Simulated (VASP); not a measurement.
# Al2Cu (P4/mmm) in VASP: notebook

The runs below take Al2Cu through single point, with PBEsol.

Program: VASP 6.6.1. These are calculated values, not measurements. Logs are shortened: lines on timing, memory, paths and dates and some standing lists are left out, and cuts for length are marked.

## (1) The cell of the first run

The structure is tetragonal, space group P4/mmm (No. 123). Conventional cell: a = 4.078 Å, b = 4.078 Å, c = 2.872 Å, α = 90.00°, β = 90.00°, γ = 90.00°. Within 3.3 Å of Cu (site symmetry 4/mmm) lie 8 Al at 2.49 Å and 2 Cu at 2.87 Å. Within 3.3 Å of Al (site symmetry mmm) lie 4 Cu at 2.49 Å and 6 Al at 2.87 to 2.88 Å.

## (2) Single point, PBEsol (volume scaled by 0.98)

INCAR reads:

```
SYSTEM = Al2Cu
  PREC = Accurate
  ENCUT = 520
  EDIFF = 1E-6
  ISMEAR = -1
  SIGMA = 0.05
  LREAL = .FALSE.
  LASPH = .TRUE.
  NELM = 80
  ALGO = Fast
  ISIF = 2
  LWAVE = .FALSE.
  LCHARG = .FALSE.
  GGA = PS
  NBANDS = 16
```

KPOINTS reads:

```
Automatic mesh
0
G
  7 7 9
  0 0 0
```

POSCAR reads:

```
Al2Cu
1.0
    4.0776296128      0.0000000000      0.0000000000
    0.0000000000      4.0776296128      0.0000000000
    0.0000000000      0.0000000000      2.8719076301
Cu Al
1 2
Direct
    0.0000000000      0.0000000000      0.0000000000
    0.0000000000      0.5000000000      0.5000000000
    0.5000000000      0.0000000000      0.5000000000
```

Potentials or basis: VASP PAW PBE potentials, release 64 (Cu, Al).

Run with:

```bash
$ cat potpaw_PBE.64/Cu/POTCAR potpaw_PBE.64/Al/POTCAR > POTCAR
$ mpirun -np 1 vasp_std > vasp.out
```

OUTCAR:

```text
SYSTEM = Al2Cu
   PREC = Accurate
   ENCUT = 520
   EDIFF = 1E-6
   ISMEAR = -1
   LREAL = .FALSE.
   LASPH = .TRUE.
   NELM = 80
   ISIF = 2
   GGA = PS

 ion  position               nearest neighbor table
   1  0.000  0.000  0.000-   2 2.49   3 2.49   2 2.49   3 2.49   2 2.49   2 2.49   3 2.49   3 2.49

   2  0.000  0.500  0.500-   1 2.49   1 2.49   1 2.49   1 2.49   3 2.88   3 2.88   3 2.88   3 2.88

   3  0.500  0.000  0.500-   1 2.49   1 2.49   1 2.49   1 2.49   2 2.88   2 2.88   2 2.88   2 2.88

  LATTYP: Found a simple tetragonal cell.
 ALAT       =     4.0776296128
 C/A-ratio  =     0.7043081159

  Lattice vectors:

 A1 = (   4.0776296128,   0.0000000000,   0.0000000000)
 A2 = (   0.0000000000,   4.0776296128,   0.0000000000)
 A3 = (   0.0000000000,   0.0000000000,   2.8719076301)

Analysis of symmetry for initial positions (statically):
=====================================================================
 Subroutine PRICEL returns:
 Original cell was already a primitive cell.

 Routine SETGRP: Setting up the symmetry group for a
 simple tetragonal supercell.

 Subroutine GETGRP returns: Found 16 space group operations
 (whereof 16 operations were pure point group operations)
 out of a pool of 16 trial point group operations.

The static configuration has the point symmetry D_4h.

Analysis of symmetry for dynamics (positions and initial velocities):
=====================================================================
 Subroutine PRICEL returns:
 Original cell was already a primitive cell.

 Routine SETGRP: Setting up the symmetry group for a
 simple tetragonal supercell.

 Subroutine GETGRP returns: Found 16 space group operations
 (whereof 16 operations were pure point group operations)
 out of a pool of 16 trial point group operations.

The dynamic configuration has the point symmetry D_4h.

 Subroutine INISYM returns: Found 16 space group operations
 (whereof 16 operations are pure point group operations),
 and found     1 'primitive' translations

----------------------------------------------------------------------------------------

                                     Primitive cell

  volume of cell :      47.7514

[... 80 lines left out ...]
 SYSTEM =  Al2Cu
   PREC   = accura    normal or accurate (medium, high low for compatibility)
   ISTART =      0    job   : 0-new  1-cont  2-samecut
   ICHARG =      2    charge: 1-file 2-atom 10-const
   ISPIN  =      1    spin polarized calculation?
   LNONCOLLINEAR =      F non collinear calculations
   LSORBIT =      F    spin-orbit coupling
   LASPH  =      T    aspherical Exc in radial PAW
   ENCUT  =  520.0 eV  38.22 Ry    6.18 a.u.   7.58  7.58  5.34*2*pi/ulx,y,z
   NELM   =     80;   NELMIN=  2; NELMDL= -5     # of ELM steps
   EDIFF  = 0.1E-05   stopping-criterion for ELM
   LREAL  =      F    real-space projection
   EDIFFG = 0.1E-04   stopping-criterion for IOM
   NSW    =      0    number of steps for IOM
   IBRION =     -1    ionic relax: 0-MD 1-quasi-New 2-CG
   NFREE  =      0    steps in history (QN), initial steepest desc. (CG)
   ISIF   =      2    stress and relaxation
   ISYM   =      2    0-nonsym 1-usesym 2-fastsym
   POTIM  = 0.5000    time-step for ionic-motion
   TEBEG  =    0.0;   TEEND  =   0.0 temperature during run
   PSTRESS=    0.0 pullay stress
   NELECT =      17.0000    total number of electrons
   NUPDOWN=      -1.0000    fix difference up-down
   EMIN   =  10.00;   EMAX   =-10.00  energy-range for DOS
   EFERMI =   0.00;   METHOD = LEGACY
   ISMEAR =    -1;   SIGMA  =   0.05  broadening in eV -4-tet -1-fermi 0-gaus
   EFERMI_NEDOS =   21; number of points for ismear=-14 and -15
   IALGO  =     68    algorithm
   IMIX   =      4    mixing-type and parameters
     AMIX     =   0.40;   BMIX     =  1.00
     AMIX_MAG =   1.60;   BMIX_MAG =  1.00
  volume/ion in A,a.u.               =      15.92       107.41
  Fermi-wavevector in a.u.,A,eV,Ry     =   1.160279  2.192610 18.316810  1.346248
  Thomas-Fermi vector in A             =   2.296863
   LORBIT       =      0    0 simple, 1 ext, 2 COOP (PROOUT), +10 PAW based schemes
   GGA     = PS    functional components
   LHFCALC =     F    Hartree Fock is set to
   AEXX    =    0.0000 exact exchange contribution
   IVDW    =     0    specifies the selected vdW correction
   LEPSILON=     F    determine dielectric tensor
   LRPA    =     F    only Hartree local field effects (RPA)
 non-spin polarized calculation
 RMM-DIIS sequential band-by-band and
  energy-cutoff  :      520.00
  volume of cell :       47.75
 maximum number of plane-waves:      1302
   NGX = 15   NGY = 15   NGZ = 11

 number of electron      16.9999978 magnetization

 Free energy of the ion-electron system (eV)
  ---------------------------------------------------
  ext. energy  EPLUGINS =         0.00000000
  ---------------------------------------------------
  free energy    TOTEN  =       -12.56221079 eV

  energy without entropy =      -12.55044976  energy(sigma->0) =      -12.55633027

 E-fermi :   7.2831     XC(G=0): -10.5702

 val. band max:        7.2628740845   @ k =   0.1429   0.1429   0.4444
 cond. band min:       7.2992308973   @ k =   0.2857   0.2857   0.2222
 fundamental gap:      0.0363568128
 Fermi energy:         7.2831371515

 k-point     1 :       0.0000    0.0000    0.0000
  band No.  band energies     occupation
      1      -3.3929      2.00000
      2       1.7777      2.00000
      3       2.2700      2.00000
      4       2.9501      2.00000
      5       3.1414      2.00000
      6       3.1414      2.00000
[... 433 lines left out ...]
      3       2.4580      2.00000
      4       2.6606      2.00000
      5       2.8742      2.00000
      6       2.8973      2.00000
[... 8 lines left out ...]
     15      17.3503      0.00000
     16      18.2539      0.00000

 [... further k-points ...]
[... 5 lines left out ...]
  --------------------------------------------------------------------------------------
  -------------------------------------------------------------------------------------
  Total       -0.0257346     -0.0257346     -0.4171797      0.0000000     -0.0000000      0.0000000
  in kB       -0.8634604     -0.8634604    -13.9974113      0.0000000     -0.0000000      0.0000000
  external PRESSURE =      -5.2414441 kB  Pullay stress =       0.0000000 kB

 VOLUME and BASIS-vectors are now :
 -----------------------------------------------------------------------------
  energy-cutoff  :      520.00
  volume of cell :       47.75
      direct lattice vectors                 reciprocal lattice vectors
     4.077629613  0.000000000  0.000000000     0.245240518  0.000000000  0.000000000
     0.000000000  4.077629613  0.000000000     0.000000000  0.245240518  0.000000000
     0.000000000  0.000000000  2.871907630     0.000000000  0.000000000  0.348200614

 POSITION                                       TOTAL-FORCE (eV/Angst)
 -----------------------------------------------------------------------------------
      0.00000      0.00000      0.00000         0.000000      0.000000      0.000000
      0.00000      2.03881      1.43595         0.000000      0.000000      0.000000
      2.03881      0.00000      1.43595         0.000000      0.000000      0.000000
 -----------------------------------------------------------------------------------
    total drift:                               -0.000000      0.000000     -0.000000

  FREE ENERGIE OF THE ION-ELECTRON SYSTEM (eV)
  ---------------------------------------------------
  free  energy   TOTEN  =       -12.5622107891 eV

  energy  without entropy=      -12.5504497606  energy(sigma->0) =      -12.55633027
```

stdout:

```text
POSCAR found type information on POSCAR CuAl
 POSCAR found :  2 types and       3 ions
 scaLAPACK will be used
 -----------------------------------------------------------------------------
|                                                                             |
|                                                                             |
|     You enforced a specific xc type in the INCAR file but a different       |
|     I HOPE YOU KNOW WHAT YOU ARE DOING!                                     |
|                                                                             |
 -----------------------------------------------------------------------------

 LDA part: xc-table for (Slater+PW92), standard interpolation
 POSCAR, INCAR and KPOINTS ok, starting setup
 FFT: planning ... GRIDC
 FFT: planning ... GRID_SOFT
 FFT: planning ... GRID
 WAVECAR not read
 entering main loop
```

It took 27 s on 1 thread of Intel Xeon Platinum 8488C (Sapphire Rapids), shared host; peak memory 0.17 GiB.

Results:

```yaml
Free_energy: -12.5622 eV
Pressure: -0.5 GPa
```

Levels at points of the mesh, in eV from the Fermi level:
```
           k point  band 6  band 7  band 8  band 9  band 10  band 11
(0.00, 0.00, 0.00)   -4.14   -2.43   -2.43   -0.04     0.85     6.02
```

Caveat: the PAW data sets were made with another functional, which shifts forces and pressure a little.

## (3) Single point, PBEsol (volume scaled by 1.02)

INCAR reads:

```
ALGO = Fast ; EDIFF = 1E-6
ENCUT = 520 ; GGA = PS
ISIF = 2 ; ISMEAR = -1
LASPH = T ; LCHARG = F
LREAL = F ; LWAVE = F
NBANDS = 16 ; NELM = 60
PREC = Accurate ; SIGMA = 0.05
```

KPOINTS reads:

```
k-points
0
Gamma
  7 7 9
```

POSCAR reads:

```
Al2Cu
1.0
    4.1323694281      0.0000000000      0.0000000000
    0.0000000000      4.1323694281      0.0000000000
    0.0000000000      0.0000000000      2.9104613262
Cu Al
1 2
Direct
    0.0000000000      0.0000000000      0.0000000000
    0.0000000000      0.5000000000      0.5000000000
    0.5000000000      0.0000000000      0.5000000000
```

Potentials or basis: VASP PAW PBE potentials, release 64 (Cu, Al).

Run with:

```bash
$ cat potpaw_PBE.64/Cu/POTCAR potpaw_PBE.64/Al/POTCAR > POTCAR
$ mpirun -np 1 vasp_std > vasp.out
```

Wall time 27 s (1 thread of Intel Xeon Platinum 8488C (Sapphire Rapids), shared host); peak memory 0.18 GiB.

The run converged. Its results:

| Property | Result |
| --- | --- |
| Free energy | -12.5372 eV |
| Pressure | -3.8 GPa |

Stress tensor (GPa, compression positive):
```
-3.36  0.00  0.00
 0.00 -3.36  0.00
 0.00  0.00 -4.72
```

Levels at points of the mesh, in eV from the Fermi level:
| k point | band 6 | band 7 | band 8 | band 9 | band 10 | band 11 |
| --- | --- | --- | --- | --- | --- | --- |
| (0.00, 0.00, 0.00) | -3.99 | -2.33 | -2.33 | -0.16 | 0.87 | 5.84 |

Caveat: the PAW data sets were made with another functional, which shifts forces and pressure a little.

## (4) Single point, PBEsol (volume scaled by 1.06)

INCAR reads:

```
SYSTEM = Al2Cu
  ALGO = Normal
  EDIFF = 1E-6
  ENCUT = 520
  GGA = PS
  ISIF = 2
  ISMEAR = -1
  LASPH = .True.
  LCHARG = .False.
  LREAL = .False.
  LWAVE = .False.
  NBANDS = 16
  NELM = 60
  PREC = Accurate
  SIGMA = 0.05
```

KPOINTS reads:

```
k-points
0
Gamma
  7 7 9
  0 0 0
```

POSCAR reads:

```
Al2Cu
1.0
    4.1856962056      0.0000000000      0.0000000000
    0.0000000000      4.1856962056      0.0000000000
    0.0000000000      0.0000000000      2.9480198084
Cu Al
1 2
Direct
    0.0000000000      0.0000000000      0.0000000000
    0.0000000000      0.5000000000      0.5000000000
    0.5000000000      0.0000000000      0.5000000000
```

Run with:

```bash
$ cat potpaw_PBE.64/Cu/POTCAR potpaw_PBE.64/Al/POTCAR > POTCAR
$ mpirun -np 1 vasp_std > vasp.out
```

Wall time 19 s (1 thread of Intel Xeon Platinum 8488C (Sapphire Rapids), shared host); peak memory 0.18 GiB.

Results (log left out):

```
Free energy : -12.4743 eV
Pressure    : -6.7 GPa
```

Stress tensor (GPa, compression positive):
```
-6.25  0.00  0.00
 0.00 -6.25  0.00
 0.00  0.00 -7.47
```

Levels at points of the mesh, in eV from the Fermi level:
```csv
k point,band 6,band 7,band 8,band 9,band 10,band 11
"(0.00, 0.00, 0.00)",-3.84,-2.23,-2.23,-0.26,0.90,5.68
```

Caveat: the PAW data sets were made with another functional, which shifts forces and pressure a little.

## (5) Overview

| cell | gap on the mesh (eV) | pressure (GPa) |
| --- | --- | --- |
| a = 4.078, b = 4.078, c = 2.872 Å, 3 atoms | none | -0.5 |
| a = 4.132, b = 4.132, c = 2.910 Å, 3 atoms | none | -3.8 |
| a = 4.186, b = 4.186, c = 2.948 Å, 3 atoms | none | -6.7 |

Alike in all rows: task single point; level PBEsol; potentials or basis VASP PAW PBE potentials, release 64 (Cu, Al); no spin polarisation; k mesh 7 × 7 × 9; cutoff (eV) 520; smearing fermi-dirac 0.05 eV.

Caveats: the PAW data sets were made with another functional, which shifts forces and pressure a little.

Absolute energies hang on the potentials; compare differences alone.
